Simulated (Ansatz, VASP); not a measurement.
Two plane-wave programs on W3S

```
CELL_PARAMETERS angstrom
4.42299 0.00000 0.00000
-2.21150 3.83042 0.00000
0.00000 0.00000 4.37898
ATOMIC_POSITIONS crystal
W 0.00000 0.00000 0.50000
W 0.33333 0.66667 0.00000
W 0.66667 0.33333 0.00000
S 0.00000 0.00000 0.00000
```

Alike in both runs: task relaxation of cell and atoms; functional PBE; k mesh 12 × 12 × 10; occupations gaussian, width 0.1 eV; no spin polarisation.

|  | VASP | Ansatz |
| --- | --- | --- |
| version | VASP 6.6.1 | Ansatz 0.2.0 |
| potentials or method | VASP PAW PBE potentials, release 64 (W_sv, S), cutoff 500 eV | scalar-relativistic, plane waves, PAW |
| valence electrons in the cell | 48 | 48 |

VASP gave:

* gap on the k mesh at the Fermi level, each at its own relaxed structure (eV): none
* relaxed volume (Å³/atom): 18.54
* relaxed cell length with the largest relative difference (Å): 4.425

Question: Estimate Ansatz's values.

Answer: gap on the k mesh at the Fermi level, each at its own relaxed structure (eV): none; relaxed volume (Å³/atom): 18.51; relaxed cell length with the largest relative difference (Å): 4.421.

A gap of «none» marks a metal or a gap that the smearing closes.

Spin-orbit coupling is off throughout.
